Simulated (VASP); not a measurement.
# ZrB2 (P6/mmm) in VASP: electric field gradients with PBE

Aim: the electric field gradients of ZrB2 with PBE.

Program: VASP 6.6.1. These are calculated values, not measurements. Logs are shortened: lines on timing, memory, paths and dates and some standing lists are left out, and cuts for length are marked.

### 1 The cell of the first run

Symmetry: P6/mmm, No. 191, hexagonal system. The conventional cell has a = 3.165 Å, b = 3.165 Å, c = 3.520 Å, α = 90.00°, β = 90.00°, γ = 120.00°. Within 3.3 Å of Zr (site symmetry 6/mmm) lie 12 B at 2.54 Å and 6 Zr at 3.16 Å. Within 2.4 Å of B (site symmetry -6m2) lie 3 B at 1.83 Å.

### 2 Electric field gradients, PBE

INCAR

```
PREC = Accurate
ENCUT = 520
EDIFF = 1E-8
ISMEAR = -1
SIGMA = 0.03
LREAL = F
LASPH = T
NELM = 80
ALGO = Normal
ISIF = 2
LWAVE = F
LCHARG = F
GGA = PE
LEFG = T
NBANDS = 16
```

KPOINTS

```
Automatic mesh
0
Gamma
  13 13 10
```

POSCAR

```
ZrB2
1.0
    3.1649998255      0.0000000000      0.0000000000
   -1.5824999128      2.7409702519      0.0000000000
    0.0000000000      0.0000000000      3.5200000000
Zr B
1 2
Direct
    0.0000000000      0.0000000000      0.0000000000
    0.3333333333      0.6666666667      0.5000000000
    0.6666666667      0.3333333333      0.5000000000
```

Potentials or basis: VASP PAW PBE potentials, release 64 (Zr_sv, B).

The run is started by

```bash
> cat potpaw_PBE.64/Zr_sv/POTCAR potpaw_PBE.64/B/POTCAR > POTCAR
> mpirun -np 1 vasp_std > vasp.out
```

OUTCAR:

```text
PREC = Accurate
   ENCUT = 520
   EDIFF = 1E-8
   ISMEAR = -1
   LREAL = F
   LASPH = T
   NELM = 80
   ISIF = 2
   GGA = PE

 ion  position               nearest neighbor table
   1  0.000  0.000  0.000-   2 2.54   3 2.54   2 2.54   3 2.54   3 2.54   3 2.54   2 2.54   2 2.54
                             3 2.54   3 2.54   2 2.54   2 2.54
   2  0.333  0.667  0.500-   3 1.83   3 1.83   3 1.83   1 2.54   1 2.54   1 2.54   1 2.54   1 2.54
                             1 2.54
   3  0.667  0.333  0.500-   2 1.83   2 1.83   2 1.83   1 2.54   1 2.54   1 2.54   1 2.54   1 2.54
                             1 2.54

  LATTYP: Found a hexagonal cell.
 ALAT       =     3.1649998255
 C/A-ratio  =     1.1121643583

  Lattice vectors:

 A1 = (   3.1649998255,   0.0000000000,   0.0000000000)
 A2 = (  -1.5824999128,   2.7409702519,   0.0000000000)
 A3 = (   0.0000000000,   0.0000000000,   3.5200000000)

Analysis of symmetry for initial positions (statically):
=====================================================================
 Subroutine PRICEL returns:
 Original cell was already a primitive cell.

 Routine SETGRP: Setting up the symmetry group for a
 hexagonal supercell.

 Subroutine GETGRP returns: Found 24 space group operations
 (whereof 24 operations were pure point group operations)
 out of a pool of 24 trial point group operations.

The static configuration has the point symmetry D_6h.

Analysis of symmetry for dynamics (positions and initial velocities):
=====================================================================
 Subroutine PRICEL returns:
 Original cell was already a primitive cell.

 Routine SETGRP: Setting up the symmetry group for a
 hexagonal supercell.

 Subroutine GETGRP returns: Found 24 space group operations
 (whereof 24 operations were pure point group operations)
 out of a pool of 24 trial point group operations.

The dynamic configuration has the point symmetry D_6h.

 Subroutine INISYM returns: Found 24 space group operations
 (whereof 24 operations are pure point group operations),
 and found     1 'primitive' translations

[... 138 lines left out ...]
  ext. energy  EPLUGINS =         0.00000000
  ---------------------------------------------------
  free energy    TOTEN  =       -24.97585937 eV

  energy without entropy =      -24.97469698  energy(sigma->0) =      -24.97527818

 E-fermi :  10.7216     XC(G=0): -12.4757

 val. band max:       10.7069678768   @ k =   0.3077   0.1538   0.0000
 cond. band min:      10.7357350361   @ k =   0.0769   0.0769   0.3000
 fundamental gap:      0.0287671593
 Fermi energy:        10.7215573936

 k-point     1 :       0.0000    0.0000    0.0000
  band No.  band energies     occupation
      1     -38.0047      2.00000
      2     -16.1930      2.00000
      3     -15.6358      2.00000
      4     -15.6358      2.00000
      5      -2.1564      2.00000
      6       7.9439      2.00000
[... 433 lines left out ...]
      3     -15.8510      2.00000
      4     -15.6808      2.00000
      5      -1.5580      2.00000
      6       6.7363      2.00000
[... 8 lines left out ...]
     15      17.2124      0.00000
     16      18.0462      0.00000

 [... further k-points ...]

------------------------ aborting loop because EDIFF is reached ----------------------------------------

  FORCE on cell =-STRESS in cart. coord.  units (eV):
  Direction    XX          YY          ZZ          XY          YZ          ZX
  --------------------------------------------------------------------------------------
  -------------------------------------------------------------------------------------
  Total        0.3917474      0.3917474      0.6808555     -0.0000000     -0.0000000     -0.0000000
  in kB       20.5539859     20.5539859     35.7227472     -0.0000000     -0.0000000     -0.0000000
  external PRESSURE =      25.6102397 kB  Pullay stress =       0.0000000 kB

 VOLUME and BASIS-vectors are now :
 -----------------------------------------------------------------------------
  energy-cutoff  :      520.00
  volume of cell :       30.54
      direct lattice vectors                 reciprocal lattice vectors
     3.164999825  0.000000000  0.000000000     0.315955784  0.182417157  0.000000000
    -1.582499913  2.740970252  0.000000000     0.000000000  0.364834313  0.000000000
     0.000000000  0.000000000  3.520000000     0.000000000  0.000000000  0.284090909

 POSITION                                       TOTAL-FORCE (eV/Angst)
 -----------------------------------------------------------------------------------
      0.00000      0.00000      0.00000         0.000000      0.000000      0.000000
     -0.00000      1.82731      1.76000        -0.000000      0.000000      0.000000
      1.58250      0.91366      1.76000        -0.000000      0.000000      0.000000
 -----------------------------------------------------------------------------------
    total drift:                               -0.000000      0.000000     -0.000000

  FREE ENERGIE OF THE ION-ELECTRON SYSTEM (eV)
  ---------------------------------------------------
  free  energy   TOTEN  =       -24.9758593740 eV

  energy  without entropy=      -24.9746969829  energy(sigma->0) =      -24.97527818

 Electric field gradients (V/A^2)
---------------------------------------------------------------------
 ion       V_xx      V_yy      V_zz      V_xy      V_xz      V_yz
---------------------------------------------------------------------
   1     -20.415   -20.415    40.830    -0.000    -0.000     0.000
   2      -0.770    -0.770     1.539    -0.000     0.000    -0.000
   3      -0.770    -0.770     1.539    -0.000     0.000     0.000
---------------------------------------------------------------------

 Electric field gradients after diagonalization (V/A^2)
 (convention: |V_zz| > |V_xx| > |V_yy|)
----------------------------------------------------------------------
 ion       V_xx      V_yy      V_zz     asymmetry (V_yy - V_xx)/ V_zz
----------------------------------------------------------------------
   1     -20.415   -20.415    40.830       0.000
   2      -0.770    -0.770     1.539       0.000
   3      -0.770    -0.770     1.539       0.000
----------------------------------------------------------------------

           NMR quadrupolar parameters

 Cq : quadrupolar parameter    Cq=e*Q*V_zz/h
 eta: asymmetry parameters     (V_yy - V_xx)/ V_zz
 Q  : nuclear electric quadrupole moment in mb (millibarn)
----------------------------------------------------------------------
 ion       Cq(MHz)       eta       Q (mb)
----------------------------------------------------------------------
   1       0.099       0.000       1.000
   2       0.004       0.000       1.000
   3       0.004       0.000       1.000
----------------------------------------------------------------------
```

stdout:

```text
POSCAR found type information on POSCAR ZrB
 POSCAR found :  2 types and       3 ions
 scaLAPACK will be used
 LDA part: xc-table for (Slater+PW92), standard interpolation
 POSCAR, INCAR and KPOINTS ok, starting setup
 FFT: planning ... GRIDC
 FFT: planning ... GRID_SOFT
 FFT: planning ... GRID
 WAVECAR not read
 entering main loop
ion   1

ion   2

ion   3
```

Run time: 75 s. Hardware: 1 thread of Intel Xeon 8259CL, shared host; peak memory 0.19 GiB.

Results:

- Free energy: -24.9759 eV
- Pressure: 2.6 GPa
- Band gap on the k mesh: zero (bands 9 and 10 overlap by 0.91 eV)
- Largest electric field gradient by atom: Zr +40.8; B +1.5 V/Å²

Levels at points of the mesh, in eV from the Fermi level:
```
           k point  band 5  band 6  band 7  band 8  band 9  band 10  band 11  band 12  band 13  band 14
(0.00, 0.00, 0.00)  -12.88   -2.78   -2.78   -2.71   -2.45     3.31     3.31     4.11     4.11     4.76
(0.00, 0.00, 0.50)  -10.82   -7.10   -1.10   -1.10    0.19     0.19     0.67     0.67     1.76     4.92
```

Electric field gradients, principal values (V/Å²):
| atom | least | middle | greatest (by size) |
| --- | --- | --- | --- |
| 1 Zr | -20.415 | -20.415 | 40.830 |
| 2 B | -0.770 | -0.770 | 1.539 |
| 3 B | -0.770 | -0.770 | 1.539 |

Caveat: without QUAD_EFG the Cq values of the log hold for a quadrupole moment of 1 mb, not for the nuclei.
